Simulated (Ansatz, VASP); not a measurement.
## Mo6CO in VASP and in Ansatz

File INCAR:

```
SYSTEM = Mo6CO
PREC = Accurate
ENCUT = 520
EDIFF = 1E-6
ISMEAR = 0
SIGMA = 0.1
LREAL = .False.
LASPH = .True.
NELM = 60
ALGO = Normal
ISIF = 2
LWAVE = .False.
LCHARG = .False.
LDIPOL = .True.
IDIPOL = 3
DIPOL = 0.5 0.5 0.332
GGA = PE
NBANDS = 57
```

Contents of KPOINTS:

```
Automatic mesh
0
Gamma
  6 6 1
  0 0 0
```

The input POSCAR:

```
Mo6CO
1.0
    4.4695765303      0.0000000000      0.0000000000
   -2.2347882651      3.8707668194      0.0000000000
    0.0000000000      0.0000000000     22.2595667262
Mo C O
6 1 1
Direct
    0.6666666667      0.3333333333      0.1796980170
    0.3333333333      0.6666666667      0.2206848206
    0.0000000000      0.0000000000      0.2616716241
    0.6666666667      0.3333333333      0.2990464568
    0.3333333333      0.6666666667      0.3355219825
    0.0000000000      0.0000000000      0.3710569405
    0.1666666667      0.3333333333      0.4752817904
    0.2726203322      0.5452406645      0.5121308394
```

Input for Ansatz:

```yaml
crystal:
  lattice:
    - [4.4695765303, 0.0, 0.0]
    - [-2.2347882651, 3.8707668194, 0.0]
    - [0.0, 0.0, 22.2595667262]
  atoms:
    - { symbol: Mo, position: [0.6666666667, 0.3333333333, 0.179698017] }
    - { symbol: Mo, position: [0.3333333333, 0.6666666667, 0.2206848206] }
    - { symbol: Mo, position: [0.0, 0.0, 0.2616716241] }
    - { symbol: Mo, position: [0.6666666667, 0.3333333333, 0.2990464568] }
    - { symbol: Mo, position: [0.3333333333, 0.6666666667, 0.3355219825] }
    - { symbol: Mo, position: [0.0, 0.0, 0.3710569405] }
    - { symbol: C, position: [0.1666666667, 0.3333333333, 0.4752817904] }
    - { symbol: O, position: [0.2726203322, 0.5452406645, 0.5121308394] }
basis:
  ecutwfc: 420
kpoints:
  mp_grid: { grid: [6, 6, 1] }
hamiltonian:
  xc: pbe
  pseudopotentials: { kind: paw, azcp: { folder: soft_1 } }
scf:
  occupations: { method: gaussian, width: 0.1 }
output:
  forces: true
  eigenvalues: true
efield:
  axis: 3
  dipole_correction: true
  ramp_width: 0.04
```

Alike in both runs: task single point; functional PBE; k mesh 6 × 6 × 1; occupations gaussian, width 0.1 eV; no spin polarisation.

|  | VASP | Ansatz |
| --- | --- | --- |
| version | VASP 6.6.1 | Ansatz 0.2.0 |
| potentials or method | VASP PAW PBE potentials, release 64 (Mo_sv, C, O), cutoff 520 eV | scalar-relativistic, plane waves, PAW |
| valence electrons in the cell | 94 | 94 |

```tsv
	VASP	Ansatz	Ansatz less VASP
gap on the k mesh at the Fermi level (eV)	none	none	-
rms of the force components (eV/Å)	0.640	0.693	+0.0534
```

Atom by atom the forces differ by 0.226 eV/Å (rms over components). A gap of «none» marks a metal or a gap that the smearing closes.

Noted on VASP's run: the standard files for N, O and F lose accuracy on very short bonds.
